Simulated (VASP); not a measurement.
# MgTe (F-43m) in VASP: notebook

MgTe is run at these levels: PBE, r2SCAN, HSE06; tasks: single point.

Program: VASP 6.6.1. These are calculated values, not measurements. Logs are shortened: lines on timing, memory, paths and dates and some standing lists are left out, and cuts for length are marked.

## (1) The cell of the first run

It takes space group F-43m (No. 216, cubic). The conventional cell has a = 6.464 Å, b = 6.464 Å, c = 6.464 Å, α = 90.00°, β = 90.00°, γ = 90.00°. Mg (site symmetry -43m) has 4 Te at 2.80 Å within 3.7 Å. Within 3.7 Å of Te (site symmetry -43m) lie 4 Mg at 2.80 Å.

## (2) Single point, PBE

INCAR

```
ALGO = Normal
EDIFF = 1E-6
ENCUT = 600
GGA = PE
GGA_COMPAT = False
ISIF = 2
ISMEAR = 0
LASPH = True
LCHARG = True
LELF = True
LREAL = False
LVHAR = True
LWAVE = False
NBANDS = 11
NELM = 120
PREC = Accurate
SIGMA = 0.01
```

KPOINTS

```
k-points
0
Gamma
  3 3 3
```

POSCAR

```
MgTe
1.0
    0.0000000000      3.2319988200      3.2319988200
    3.2319988200      0.0000000000      3.2319988200
    3.2319988200      3.2319988200      0.0000000000
Mg Te
1 1
Direct
    0.0000000000      0.0000000000      0.0000000000
    0.7500000000      0.7500000000      0.7500000000
```

Potentials or basis: VASP PAW PBE potentials, release 64 (Mg, Te).

Launch:

```
$ cat potpaw_PBE.64/Mg/POTCAR potpaw_PBE.64/Te/POTCAR > POTCAR
$ mpirun -np 1 vasp_std > vasp.out
```

OUTCAR:

```text
EDIFF = 1E-6
   ENCUT = 600
   GGA = PE
   ISIF = 2
   ISMEAR = 0
   LASPH = True
   LREAL = False
   NELM = 120
   PREC = Accurate

 ion  position               nearest neighbor table
   1  0.000  0.000  0.000-   2 2.80   2 2.80   2 2.80   2 2.80
   2  0.750  0.750  0.750-   1 2.80   1 2.80   1 2.80   1 2.80

  LATTYP: Found a face centered cubic cell.
 ALAT       =     6.4639976400

  Lattice vectors:

 A1 = (   0.0000000000,   3.2319988200,   3.2319988200)
 A2 = (   3.2319988200,   0.0000000000,   3.2319988200)
 A3 = (   3.2319988200,   3.2319988200,   0.0000000000)

Analysis of symmetry for initial positions (statically):
=====================================================================
 Subroutine PRICEL returns:
 Original cell was already a primitive cell.

 Routine SETGRP: Setting up the symmetry group for a
 face centered cubic supercell.

 Subroutine GETGRP returns: Found 24 space group operations
 (whereof 24 operations were pure point group operations)
 out of a pool of 48 trial point group operations.

The static configuration has the point symmetry T_d .

Analysis of symmetry for dynamics (positions and initial velocities):
=====================================================================
 Subroutine PRICEL returns:
 Original cell was already a primitive cell.

 Routine SETGRP: Setting up the symmetry group for a
 face centered cubic supercell.

 Subroutine GETGRP returns: Found 24 space group operations
 (whereof 24 operations were pure point group operations)
 out of a pool of 48 trial point group operations.

The dynamic configuration has the point symmetry T_d .

 Subroutine INISYM returns: Found 24 space group operations
 (whereof 24 operations are pure point group operations),
 and found     1 'primitive' translations

----------------------------------------------------------------------------------------

                                     Primitive cell

  volume of cell :      67.5217

  direct lattice vectors                    reciprocal lattice vectors
     0.000000000  3.231998820  3.231998820    -0.154703027  0.154703027  0.154703027
     3.231998820  0.000000000  3.231998820     0.154703027 -0.154703027  0.154703027
     3.231998820  3.231998820  0.000000000     0.154703027  0.154703027 -0.154703027

  length of vectors
     4.570736565  4.570736565  4.570736565     0.267953502  0.267953502  0.267953502

  position of ions in fractional coordinates (direct lattice)
     0.000000000  0.000000000  0.000000000
     0.750000000  0.750000000  0.750000000

[... 64 lines left out ...]
   TEBEG  =    0.0;   TEEND  =   0.0 temperature during run
   PSTRESS=    0.0 pullay stress
   NELECT =       8.0000    total number of electrons
   NUPDOWN=      -1.0000    fix difference up-down
   EMIN   =  10.00;   EMAX   =-10.00  energy-range for DOS
   EFERMI =   0.00;   METHOD = LEGACY
   ISMEAR =     0;   SIGMA  =   0.01  broadening in eV -4-tet -1-fermi 0-gaus
   EFERMI_NEDOS =   21; number of points for ismear=-14 and -15
   IALGO  =     38    algorithm
   IMIX   =      4    mixing-type and parameters
     AMIX     =   0.40;   BMIX     =  1.00
     AMIX_MAG =   1.60;   BMIX_MAG =  1.00
  volume/ion in A,a.u.               =      33.76       227.83
  Fermi-wavevector in a.u.,A,eV,Ry     =   0.804063  1.519460  8.796411  0.646518
  Thomas-Fermi vector in A             =   1.912049
   LORBIT       =      0    0 simple, 1 ext, 2 COOP (PROOUT), +10 PAW based schemes
   GGA     = PE    functional components
   LHFCALC =     F    Hartree Fock is set to
   AEXX    =    0.0000 exact exchange contribution
   IVDW    =     0    specifies the selected vdW correction
   LEPSILON=     F    determine dielectric tensor
   LRPA    =     F    only Hartree local field effects (RPA)
 non-spin polarized calculation
 Gauss-broadening in eV      SIGMA  =   0.01
  energy-cutoff  :      600.00
  volume of cell :       67.52
 maximum number of plane-waves:      2285
 NGX is ok and might be reduce to    40
   NGX = 19   NGY = 19   NGZ = 19

 number of electron       8.0000000 magnetization

 Free energy of the ion-electron system (eV)
  ---------------------------------------------------
  ext. energy  EPLUGINS =         0.00000000
  ---------------------------------------------------
  free energy    TOTEN  =        -6.25614583 eV

  energy without entropy =       -6.25614583  energy(sigma->0) =       -6.25614583

 E-fermi :   1.9852     XC(G=0):  -7.8091

 val. band max:        1.9320181008   @ k =   0.0000   0.0000   0.0000
 cond. band min:       4.3247528723   @ k =   0.0000   0.0000   0.0000
 fundamental gap:      2.3927347715
 Fermi energy:         1.9852388743

 k-point     1 :       0.0000    0.0000    0.0000
  band No.  band energies     occupation
      1      -8.2334      2.00000
      2       1.9320      2.00000
      3       1.9320      2.00000
      4       1.9320      2.00000
      5       4.3248      0.00000
      6       7.3406      0.00000
      7       7.3406      0.00000
      8       7.3406      0.00000
      9      10.4708      0.00000
     10      10.4708      0.00000
     11      10.6131      0.00000
[... 29 lines left out ...]
 k-point     4 :      -0.3333    0.3333    0.0000
  band No.  band energies     occupation
      1      -7.4864      2.00000
      2      -0.8115      2.00000
      3      -0.1047      2.00000
      4       1.1307      2.00000
      5       5.6287      0.00000
      6       7.8806      0.00000
      7       9.0978      0.00000
      8       9.2044      0.00000
      9       9.7937      0.00000
     10      10.4629      0.00000
     11      14.4958      0.00000

------------------------ aborting loop because EDIFF is reached ----------------------------------------

  FORCE on cell =-STRESS in cart. coord.  units (eV):
  Direction    XX          YY          ZZ          XY          YZ          ZX
  --------------------------------------------------------------------------------------
  -------------------------------------------------------------------------------------
  Total        0.5372845      0.5372845      0.5372845     -0.0000000     -0.0000000      0.0000000
  in kB       12.7488582     12.7488582     12.7488582     -0.0000000     -0.0000000      0.0000000
  external PRESSURE =      12.7488582 kB  Pullay stress =       0.0000000 kB

 VOLUME and BASIS-vectors are now :
 -----------------------------------------------------------------------------
  energy-cutoff  :      600.00
  volume of cell :       67.52
      direct lattice vectors                 reciprocal lattice vectors
     0.000000000  3.231998820  3.231998820    -0.154703027  0.154703027  0.154703027
     3.231998820  0.000000000  3.231998820     0.154703027 -0.154703027  0.154703027
     3.231998820  3.231998820  0.000000000     0.154703027  0.154703027 -0.154703027

 POSITION                                       TOTAL-FORCE (eV/Angst)
 -----------------------------------------------------------------------------------
      0.00000      0.00000      0.00000        -0.000000      0.000000      0.000000
      4.84800      4.84800      4.84800         0.000000     -0.000000     -0.000000
 -----------------------------------------------------------------------------------
    total drift:                               -0.000000     -0.000000     -0.000000

  FREE ENERGIE OF THE ION-ELECTRON SYSTEM (eV)
  ---------------------------------------------------
  free  energy   TOTEN  =        -6.2561458340 eV

  energy  without entropy=       -6.2561458340  energy(sigma->0) =       -6.25614583
```

OSZICAR:

```text
N       E                     dE             d eps       ncg     rms          rms(c)
DAV:   1     0.229770468934E+02    0.22977E+02   -0.32991E+03    88   0.625E+02
DAV:   2    -0.491414695256E+01   -0.27891E+02   -0.25638E+02   111   0.785E+01
DAV:   3    -0.645663172034E+01   -0.15425E+01   -0.15398E+01   100   0.220E+01
DAV:   4    -0.648185638930E+01   -0.25225E-01   -0.25223E-01   100   0.323E+00
DAV:   5    -0.648259549359E+01   -0.73910E-03   -0.73910E-03   106   0.542E-01    0.288E+00
DAV:   6    -0.628147990825E+01    0.20112E+00   -0.36760E-01    88   0.204E+00    0.188E+00
DAV:   7    -0.625133911249E+01    0.30141E-01   -0.24202E-01    97   0.177E+00    0.101E+00
DAV:   8    -0.625608611217E+01   -0.47470E-02   -0.14503E-02    88   0.571E-01    0.203E-01
DAV:   9    -0.625598216056E+01    0.10395E-03   -0.44378E-04   100   0.109E-01    0.791E-02
DAV:  10    -0.625615247749E+01   -0.17032E-03   -0.36622E-04    97   0.882E-02    0.330E-02
DAV:  11    -0.625614367189E+01    0.88056E-05   -0.30896E-05   100   0.205E-02    0.878E-03
DAV:  12    -0.625614558149E+01   -0.19096E-05   -0.73385E-06   100   0.110E-02    0.660E-03
DAV:  13    -0.625614583405E+01   -0.25256E-06   -0.12055E-06   100   0.459E-03
   1 F= -.62561458E+01 E0= -.62561458E+01  d E =-.313325E-15
```

stdout:

```text
POSCAR found type information on POSCAR MgTe
 POSCAR found :  2 types and       2 ions
 scaLAPACK will be used
 LDA part: xc-table for (Slater+PW92), standard interpolation
 POSCAR, INCAR and KPOINTS ok, starting setup
 FFT: planning ... GRIDC
 FFT: planning ... GRID_SOFT
 FFT: planning ... GRID
 WAVECAR not read
 entering main loop
```

It took 6.9 s on 1 thread of Intel Xeon 6975P-C (Granite Rapids), shared host; peak memory 0.22 GiB.

What came out:

| Quantity | Value |
| --- | --- |
| Free energy | -6.2561 eV |
| Pressure | 1.3 GPa |
| Band gap on the k mesh | 2.39 eV, direct |

Caveat: the k points lie up to 0.56 Å⁻¹ apart; spin-orbit coupling is left out, which moves the levels of the heavy elements.

## (3) Single point, r2SCAN

POSCAR is that of step 2.

INCAR.step1

```
SYSTEM = MgTe
PREC     = Accurate       ! precision mode
ENCUT    = 660            ! plane-wave cutoff, eV
ISMEAR   = 0              ! smearing method
SIGMA    = 0.01           ! smearing width, eV
LREAL    = .FALSE.        ! projectors in reciprocal space
LASPH    = .TRUE.         ! aspherical terms in the spheres
NELM     = 120            ! most SCF steps
NBANDS   = 11             ! bands
GGA      = PE             ! functional
ALGO     = Normal         ! electronic algorithm
EDIFF    = 1E-5           ! SCF threshold, eV
LWAVE    = .TRUE.         ! write WAVECAR
LCHARG   = .FALSE.        ! write CHGCAR
GGA_COMPAT= .FALSE.
```

INCAR.step2

```
SYSTEM = MgTe
PREC     = Accurate       ! precision mode
ENCUT    = 660            ! plane-wave cutoff, eV
EDIFF    = 1E-6           ! SCF threshold, eV
ISMEAR   = 0              ! smearing method
SIGMA    = 0.01           ! smearing width, eV
LREAL    = .FALSE.        ! projectors in reciprocal space
LASPH    = .TRUE.         ! aspherical terms in the spheres
NELM     = 120            ! most SCF steps
ALGO     = Normal         ! electronic algorithm
ISIF     = 2              ! what is computed and relaxed
LWAVE    = .FALSE.        ! write WAVECAR
LCHARG   = .TRUE.         ! write CHGCAR
METAGGA  = R2SCAN         ! meta-GGA
LMIXTAU  = .TRUE.       
LELF     = .TRUE.         ! ELF
LVHAR    = .TRUE.       
NBANDS   = 11             ! bands
ISTART   = 1            
GGA_COMPAT= .FALSE.
```

KPOINTS

```
Automatic mesh
0
G
  3 3 3
  0 0 0
```

Potentials or basis: VASP PAW PBE potentials, release 64 (Mg, Te).

Launch:

```
$ cat potpaw_PBE.64/Mg/POTCAR potpaw_PBE.64/Te/POTCAR > POTCAR
$ cp INCAR.step1 INCAR
$ mpirun -np 1 vasp_std > vasp.out
$ cp INCAR.step2 INCAR
$ mpirun -np 1 vasp_std > vasp.out
```

Wall time 24 s (1 thread of Intel Xeon 6975P-C (Granite Rapids), shared host); peak memory 0.24 GiB.

It converged, with:

- Free energy: -31.5534 eV
- Pressure: 0.4 GPa
- Band gap on the k mesh: 3.08 eV, direct

Levels at points of the mesh, in eV from the valence-band top:
```csv
k point,band 2,band 3,band 4,band 5,band 6,band 7
"(0.00, 0.00, 0.00)",0.00,0.00,0.00,3.08,5.95,5.95
```

Caveat: the k points lie up to 0.56 Å⁻¹ apart; the PAW data sets were made with another functional, which shifts forces and pressure a little; spin-orbit coupling is left out, which moves the levels of the heavy elements. r2SCAN opens gaps a little over a GGA but as a rule still falls short of measured ones.

## (4) Single point, HSE06

POSCAR is that of step 3.

INCAR.step1

```
ALGO = Normal ; EDIFF = 1E-5
ENCUT = 520 ; GGA = PE
GGA_COMPAT = False ; ISIF = 2
ISMEAR = 0 ; LASPH = True
LREAL = False ; LWAVE = True
NBANDS = 11 ; NELM = 120
PREC = Accurate ; SIGMA = 0.01
```

INCAR.step2

```
ALGO = Normal ; EDIFF = 1E-6
ENCUT = 520 ; GGA = PE
GGA_COMPAT = False ; HFSCREEN = 0.2079
ISIF = 2 ; ISMEAR = 0
ISTART = 1 ; LASPH = True
LCHARG = True ; LELF = True
LHFCALC = True ; LREAL = False
LVHAR = True ; LWAVE = False
NBANDS = 11 ; NELM = 120
PREC = Accurate ; PRECFOCK = Normal
SIGMA = 0.01
```

KPOINTS

```
k-points
0
Gamma
  3 3 3
```

Launch:

```
$ cat potpaw_PBE.64/Mg/POTCAR potpaw_PBE.64/Te/POTCAR > POTCAR
$ cp INCAR.step1 INCAR
$ mpirun -np 1 vasp_std > vasp.out
$ cp INCAR.step2 INCAR
$ mpirun -np 1 vasp_std > vasp.out
```

It took 38 s on 1 thread of Intel Xeon 6975P-C (Granite Rapids), shared host; peak memory 0.29 GiB.

It converged, with:

```
Free energy            : -7.4294 eV
Pressure               : 0.3 GPa
Band gap on the k mesh : 3.20 eV, direct
```

Levels at points of the mesh, in eV from the valence-band top:
| k point | band 1 | band 2 | band 3 | band 4 | band 5 | band 6 | band 7 | band 8 |
| --- | --- | --- | --- | --- | --- | --- | --- | --- |
| (0.00, 0.00, 0.00) | -11.07 | 0.00 | 0.00 | 0.00 | 3.20 | 6.37 | 6.37 | 6.37 |

Caveat: the k points lie up to 0.56 Å⁻¹ apart; the PAW data sets were made with another functional, which shifts forces and pressure a little; spin-orbit coupling is left out, which moves the levels of the heavy elements.

## (5) Summary

| level | cutoff (eV) | grid for exact exchange (PRECFOCK) | screening parameter | gap on the mesh (eV) | pressure (GPa) |
| --- | --- | --- | --- | --- | --- |
| PBE | 600 | - | - | 2.39 | 1.3 |
| r2SCAN | 660 | - | - | 3.08 | 0.4 |
| HSE06 | 520 | Normal | 0.2079 1/Å | 3.20 | 0.3 |

Alike in all rows: task single point; potentials or basis VASP PAW PBE potentials, release 64 (Mg, Te); no spin polarisation; cell as given; k mesh 3 × 3 × 3; smearing gaussian 0.01 eV.

Caveats: all runs use coarse meshes; spin-orbit coupling is left out, which moves the levels of the heavy elements; the PAW data sets were made with another functional, which shifts forces and pressure a little (some runs).

Absolute energies hang on the potentials; compare differences alone.
